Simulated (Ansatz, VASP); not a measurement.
**One calculation of Ru, two programs**

File INCAR:

```
PREC = Accurate
ENCUT = 400
EDIFF = 1E-8
ISMEAR = -1
SIGMA = 0.03
LREAL = False
LASPH = True
NELM = 120
ALGO = Normal
ISIF = 2
LWAVE = False
LCHARG = False
GGA = PE
LEFG = True
NBANDS = 21
GGA_COMPAT = False
```

Contents of KPOINTS:

```
regular mesh
0
Gamma
  14 14 8
```

File POSCAR:

```
Ru
1.0
    2.7057993342      0.0202934950      0.0202934950
   -1.3353249849      2.3331442135      0.0074279347
    0.0321142500      0.0321142500      4.2819000000
Ru
2
Direct
    0.3333333333      0.6666666667      0.2500000000
    0.6666666667      0.3333333333      0.7500000000
```

Input for Ansatz:

```yaml
crystal:
  lattice:
    - [2.7057993342, 0.020293495, 0.020293495]
    - [-1.3353249849, 2.3331442135, 0.0074279347]
    - [0.03211425, 0.03211425, 4.2819]
  atoms:
    - { symbol: Ru, position: [0.3333333333, 0.6666666667, 0.25] }
    - { symbol: Ru, position: [0.6666666667, 0.3333333333, 0.75] }
kpoints:
  mp_grid: { grid: [14, 14, 8] }
scf:
  occupations: { method: fermi_dirac, width: 0.03 }
hamiltonian:
  xc: pbe
  pseudopotentials: { kind: all_electron, datasets: crystal }
output:
  forces: true
  stress: true
  eigenvalues: true
  efg: { contact_densities: true }
```

Change from the starting cell: equal xy, yz and zx shear strains of +1.5 %, crystal datasets.

Alike in both runs: task electric field gradients; functional PBE; k mesh 14 × 14 × 8; occupations fermi-dirac, width 0.03 eV; no spin polarisation.

|  | VASP | Ansatz |
| --- | --- | --- |
| version | VASP 6.6.1 | Ansatz 0.2.0 |
| potentials or method | VASP PAW PBE potentials, release 64 (Ru_pv), cutoff 400 eV | all-electron PAW with datasets made for the crystal, scalar-relativistic |

|  | VASP | Ansatz | Ansatz less VASP |
| --- | --- | --- | --- |
| pressure (GPa) | 3.8 | 4.7 | +0.94 |
| traceless stress, the component that is largest in VASP (GPa) | -2.95 | -2.96 | -0.002 |
| rms of the force components (eV/Å) | 0.033 | 0.033 | -0.0001 |
| size of Vzz on the site where it differs most (V/Å²) | 14.1 | 11.7 | -2.36 |

Atom by atom the forces differ by 0.000 eV/Å (rms over components). Ansatz ran all-electron here, and VASP with PAW potentials.
